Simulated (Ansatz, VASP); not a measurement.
Two plane-wave programs on SiC

```
Si C
1.0
     3.16861    0.00000    0.00000
    -1.58430    2.74410    0.00000
     0.00000    0.00000    5.41325
Si C
2 2
Direct
  0.33333 0.66667 0.00460
  0.66667 0.33333 0.50460
  0.33333 0.66667 0.38040
  0.66667 0.33333 0.88040
```

Alike in both runs: functional LDA; k mesh 12 × 12 × 6; occupations gaussian, width 0.05 eV; no spin polarisation.

Ansatz relaxed the structure, and its values are those at the end. VASP's run is a single point on that final structure, the one shown.

|  | VASP | Ansatz |
| --- | --- | --- |
| version | VASP 6.6.1 | Ansatz 0.2.0 |
| potentials or method | VASP PAW LDA potentials, release 64 (Si, C), cutoff 520 eV | scalar-relativistic, plane waves, PAW |
| valence electrons in the cell | 16 | 16 |

|  | VASP | Ansatz | Ansatz less VASP |
| --- | --- | --- | --- |
| gap on the k mesh at the Fermi level (eV) | 2.24 | 2.25 | +0.015 |
| least direct gap on the mesh (eV) | 3.95 | 3.96 | +0.009 |
| pressure (GPa) | -24.8 | -25.1 | -0.34 |

Ansatz warns that its potentials were made for another functional, while VASP's fit it. LDA's correlation is that of Perdew and Zunger in VASP and of Perdew and Wang (1992) in Ansatz. Ansatz's warnings: stress scf threshold loose.
